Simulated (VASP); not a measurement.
Crystal: Pt.

```
Pt
1.0
     0.00000    1.97158    1.97158
     1.97158    0.00000    1.97158
     1.97158    1.97158    0.00000
Pt
1
Direct
  0.00000 0.00000 0.00000
```

* Program: VASP 6.6.1
* Task: relaxation of cell and atoms
* Functional: PBE
* Potentials or basis: VASP PAW PBE potentials, release 64 (Pt)
* Cutoff: 600 eV
* k mesh: 16 × 16 × 16
* Occupations: gaussian, width 0.1 eV
* Spin: no spin polarisation

At the start: pressure 4.8 GPa; volume 15.33 Å³/atom.

**Question.** How do energy, volume and symmetry change on relaxing?

**Answer.** Over 4 steps the energy falls by 4.2 meV/atom and the volume is 15.61 Å³/atom (+1.9 %); space group Fm-3m (No. 225, to 0.05 Å).

The path:
```csv
step,energy change (eV),largest force (eV/Å),pressure (GPa),volume (Å³)
1,0.0000,0.0000,4.85,15.33
2,0.0224,0.0000,-10.53,16.38
3,-0.0042,0.0000,-0.07,15.62
4,-0.0042,0.0000,0.02,15.61
```

Final structure:
```yaml
crystal:
  lattice:
    - [0.00000, 1.98366, 1.98366]
    - [1.98366, 0.00000, 1.98366]
    - [1.98366, 1.98366, 0.00000]
  atoms:
    - { symbol: Pt, position: [0.00000, 0.00000, 0.00000] }
```
